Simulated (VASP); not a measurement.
Here is a VASP 6.6.1 calculation.

The input POSCAR:

```
GaN
1.0
    0.0000000000      2.3098381227      2.2535006075
    2.3098381227      0.0000000000      2.2535006075
    2.3098381227      2.3098381227      0.0000000000
Ga N
1 1
Direct
    0.0000000000      0.0000000000      0.0000000000
    0.7500000000      0.7500000000      0.7500000000
```

The input INCAR.step1:

```
SYSTEM = GaN
ALGO = Normal ; EDIFF = 1E-4
ENCUT = 520 ; GGA = PE
ISMEAR = 0 ; LASPH = .TRUE.
LCHARG = .FALSE. ; LREAL = .FALSE.
LWAVE = .TRUE. ; NBANDS = 16
NELM = 80 ; PREC = Accurate
SIGMA = 0.05
```

File INCAR.step2:

```
SYSTEM = GaN
ALGO = Normal ; EDIFF = 1E-7
ENCUT = 520 ; ISIF = 2
ISMEAR = 0 ; ISTART = 1
LASPH = .TRUE. ; LCHARG = .TRUE.
LELF = .TRUE. ; LMIXTAU = .TRUE.
LREAL = .FALSE. ; LVHAR = .TRUE.
LWAVE = .FALSE. ; METAGGA = R2SCAN
NBANDS = 16 ; NELM = 80
PREC = Accurate ; SIGMA = 0.05
```

File KPOINTS:

```
k-points
0
G
  10 10 10
  0 0 0
```

Potentials or basis: VASP PAW PBE potentials, release 64 (Ga_d, N).

Launch:

```bash
$ cat potpaw_PBE.64/Ga_d/POTCAR potpaw_PBE.64/N/POTCAR > POTCAR
$ cp INCAR.step1 INCAR
$ mpirun -np 1 vasp_std > vasp.out
$ cp INCAR.step2 INCAR
$ mpirun -np 1 vasp_std > vasp.out
```

Problem. Predict the pressure.

Solution. -8.7 GPa.

Problem. Estimate the band gap on the k mesh.

Solution. 1.72 eV.

Stress tensor (GPa, compression positive):
```
-9.76  0.00  0.00
 0.00 -9.76  0.00
 0.00  0.00 -6.71
```

Caveat: the cell differs from its parent crystal (strain +0.025 along x and y, +0.000 along z); the cell stands under tension; the PAW data sets were made with another functional, which shifts forces and pressure a little.
